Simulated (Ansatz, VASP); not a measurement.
**Li2O: VASP beside Ansatz**

Contents of INCAR:

```
SYSTEM = Li2O
PREC = Accurate
ENCUT = 750
EDIFF = 1E-6
ISMEAR = 0
SIGMA = 0.05
LREAL = .FALSE.
LASPH = .TRUE.
NELM = 120
ALGO = Normal
ISIF = 2
LWAVE = .FALSE.
LCHARG = .FALSE.
GGA = PE
NBANDS = 13
GGA_COMPAT = .FALSE.
```

KPOINTS

```
Automatic mesh
0
G
  8 8 8
  0 0 0
```

Contents of POSCAR:

```
Li2O
1.0
    0.0000000000      2.3441425000      2.3441425000
    2.3441425000      0.0000000000      2.3441425000
    2.3441425000      2.3441425000      0.0000000000
Li O
2 1
Direct
    0.2500000000      0.2500000000      0.2500000000
    0.7500000000      0.7500000000      0.7500000000
    0.0000000000      0.0000000000      0.0000000000
```

Input for Ansatz:

```yaml
crystal:
  lattice:
    - [0.0, 2.3441425, 2.3441425]
    - [2.3441425, 0.0, 2.3441425]
    - [2.3441425, 2.3441425, 0.0]
  atoms:
    - { symbol: Li, position: [0.25, 0.25, 0.25] }
    - { symbol: Li, position: [0.75, 0.75, 0.75] }
    - { symbol: O, position: [0.0, 0.0, 0.0] }
basis:
  ecutwfc: 420
kpoints:
  mp_grid: { grid: [8, 8, 8] }
hamiltonian:
  xc: pbe
scf:
  occupations: { method: gaussian, width: 0.05 }
output:
  forces: true
  stress: true
  eigenvalues: true
```

Change from the starting cell: strain +0.015 along x and y, +0.015 along z, atoms carried along.

Alike in both runs: task single point; functional PBE; k mesh 8 × 8 × 8; occupations gaussian, width 0.05 eV; no spin polarisation.

|  | VASP | Ansatz |
| --- | --- | --- |
| version | VASP 6.6.1 | Ansatz 0.2.0 |
| potentials or method | VASP PAW PBE potentials, release 64 (Li_sv, O), cutoff 750 eV | scalar-relativistic, plane waves, PAW |
| valence electrons in the cell | 12 | 12 |

Ansatz gave:

- gap on the k mesh at the Fermi level (eV): 4.90
- least direct gap on the mesh (eV): 4.95
- pressure (GPa): -2.9

Which values does VASP return?

gap on the k mesh at the Fermi level (eV): 4.89; least direct gap on the mesh (eV): 4.95; pressure (GPa): -3.3.
